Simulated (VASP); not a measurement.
Crystal: Hf2HC.

```xyz
4
Lattice="1.6456 0.9501 5.1784 -1.6456 0.9501 5.1784 0.0000 -1.9002 5.1784" Properties=species:S:1:pos:R:3 pbc="T T T"
Hf    0.0000    0.0000   11.7360
Hf    0.0000    0.0000    3.7993
H     0.0000    0.0000    0.0000
C     0.0000    0.0000    7.7676
```

Base run:

```yaml
Program: VASP 6.6.1
Functional: PBEsol
Potentials_or_basis: VASP PAW PBE potentials, release 64 (Hf_pv, H, C)
Cutoff: 600 eV
k_mesh: 10 × 10 × 10
Occupations: methfessel-paxton, width 0.1 eV
Spin: no spin polarisation
```

Its results: band gap on the k mesh zero (an odd number of electrons rules out a gap without spin polarisation); pressure -3.4 GPa; largest force 0.107 eV/Å.

Problem. The run is repeated on the same cell with these changes: functional from PBEsol to LDA; potentials or basis from VASP PAW PBE potentials, release 64 (Hf_pv, H, C) to VASP PAW LDA potentials, release 64 (Hf_pv, H, C). What comes out?

Solution. Band gap on the k mesh zero (an odd number of electrons rules out a gap without spin polarisation); pressure -7.4 GPa; largest force 0.270 eV/Å.

Caveats: the cell stands under tension; spin-orbit coupling is left out, which moves the levels of the heavy elements; an odd number of electrons without spin polarisation forces a metal; a magnetic or distorted state may lie lower; the PAW data sets were made with another functional, which shifts forces and pressure a little (at least some runs).
